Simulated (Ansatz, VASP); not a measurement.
# Ag: VASP beside Ansatz

POSCAR

```
Ag
1.0
   -1.6556540000      1.6556540000      1.5728713000
    1.6556540000     -1.6556540000      1.5728713000
    1.6556540000      1.6556540000     -1.5728713000
Ag
1
Direct
    0.0000000000      0.0000000000      0.0000000000
```

File INCAR.step1:

```
SYSTEM = Ag
ALGO = Normal ; EDIFF = 1E-4
ENCUT = 520 ; GGA = PE
ISMEAR = 0 ; LASPH = .True.
LCHARG = .False. ; LREAL = .False.
LWAVE = .True. ; NBANDS = 12
NELM = 80 ; PREC = Accurate
SIGMA = 0.15
```

Contents of INCAR.step2:

```
SYSTEM = Ag
ALGO = Normal ; EDIFF = 1E-6
ENCUT = 520 ; ISIF = 2
ISMEAR = 0 ; ISTART = 1
LASPH = .True. ; LCHARG = .False.
LMIXTAU = .True. ; LREAL = .False.
LWAVE = .False. ; METAGGA = R2SCAN
NBANDS = 12 ; NELM = 80
PREC = Accurate ; SIGMA = 0.15
```

Contents of KPOINTS:

```
k-points
0
Gamma
  20 20 20
  0 0 0
```

Input for Ansatz:

```yaml
crystal:
  lattice:
    - [-1.655654, 1.655654, 1.5728713]
    - [1.655654, -1.655654, 1.5728713]
    - [1.655654, 1.655654, -1.5728713]
  atoms:
    - { symbol: Ag, position: [0.0, 0.0, 0.0] }
basis:
  ecutwfc: 500
kpoints:
  mp_grid: { grid: [20, 20, 20] }
hamiltonian:
  xc: r2scan
scf:
  occupations: { method: gaussian, width: 0.15 }
output:
  forces: true
  stress: true
  eigenvalues: true
```

Change from the starting cell: strain +0.000 along x and y, -0.050 along z, atoms carried along.

Alike in both runs: task single point; functional r2SCAN; k mesh 20 × 20 × 20; occupations gaussian, width 0.15 eV; no spin polarisation.

|  | VASP | Ansatz |
| --- | --- | --- |
| version | VASP 6.6.1 | Ansatz 0.2.0 |
| potentials or method | VASP PAW PBE potentials, release 64 (Ag), cutoff 520 eV | scalar-relativistic, plane waves, PAW |
| valence electrons in the cell | 11 | 19 |

|  | VASP | Ansatz | Ansatz less VASP |
| --- | --- | --- | --- |
| gap on the k mesh at the Fermi level (eV) | none | none | - |
| pressure (GPa) | 1.3 | 1.1 | -0.16 |
| traceless stress, the component that is largest in VASP (GPa) | -0.53 | -0.52 | +0.004 |

VASP's potentials were made for PBE, not for r2SCAN. A gap of «none» marks a metal or a gap that the smearing closes. The functional is the same, so the differences come from potentials, cutoffs and numerics. VASP's potentials hold 11 valence electrons a cell and Ansatz's 19, so a difference there can come from the potentials and not from the codes.
